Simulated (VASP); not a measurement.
Ti2Si, 3 atoms in the cell. It takes space group P6/mmm (No. 191, hexagonal). The conventional cell has a = 4.401 Å, b = 4.401 Å, c = 2.650 Å, α = 90.00°, β = 90.00°, γ = 120.00°. Ti (site symmetry -6m2) has 5 Ti at 2.54 to 2.65 Å and 6 Si at 2.87 Å within 3.4 Å. Within 3.5 Å of Si (site symmetry 6/mmm) lie 2 Si at 2.65 Å and 12 Ti at 2.87 Å. 

```yaml
Program: VASP 6.6.1
Task: single point
Functional: PBE
Potentials_or_basis: VASP PAW PBE potentials, release 64 (Ti_sv, Si)
Cutoff: 520 eV
k_mesh: 6 × 6 × 6
Occupations: gaussian, width 0.1 eV
Spin: collinear spin, ferromagnetic start
Starting_moments: "[1.0, 1.0, 0.0] μB"
Dipole_correction: no
Further_INCAR_settings: ALGO = Normal; EDIFF = 1e-06; NBANDS = 25
```

Potentials or basis: VASP PAW PBE potentials, release 64 (Ti_sv, Si).

Command:

```bash
$ cat potpaw_PBE.64/Ti_sv/POTCAR potpaw_PBE.64/Si/POTCAR > POTCAR
$ mpirun -np 1 vasp_std > vasp.out
```

Hardware: 1 thread of Intel(R) Xeon(R) 6975P-C (Granite Rapids), with other jobs on the host.

Task: How long does it take, and how much memory?

Result: Run time: 27 s on 1 thread of Intel(R) Xeon(R) 6975P-C (Granite Rapids), with other jobs on the host, peak memory 0.2 GiB. Counts: scf iterations 15, k points 28.
